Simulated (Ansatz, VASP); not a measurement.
# Na in VASP and in Ansatz

```
Na
1.0
     0.00000    3.69141    3.69141
     3.69141    0.00000    3.69141
     3.69141    3.69141    0.00000
Na
2
Direct
  0.12500 0.12500 0.12500
  0.87500 0.87500 0.87500
```

Alike in both runs: task single point; functional PBEsol; k mesh 8 × 8 × 8; occupations fermi-dirac, width 0.1 eV; no spin polarisation.

|  | VASP | Ansatz |
| --- | --- | --- |
| version | VASP 6.6.1 | Ansatz 0.2.0 |
| potentials or method | VASP PAW PBE potentials, release 64 (Na_pv), cutoff 520 eV | plane waves (420 eV) with PAW, scalar-relativistic |
| valence electrons in the cell | 14 | 18 |

|  | VASP | Ansatz | Ansatz less VASP |
| --- | --- | --- | --- |
| pressure (GPa) | 0.1 | 0.1 | 0.00 |

VASP's potentials were made for PBE, not for PBEsol, and Ansatz warns of the same on its side. VASP's potentials hold 14 valence electrons a cell and Ansatz's 18, so a difference there can come from the potentials and not from the codes.
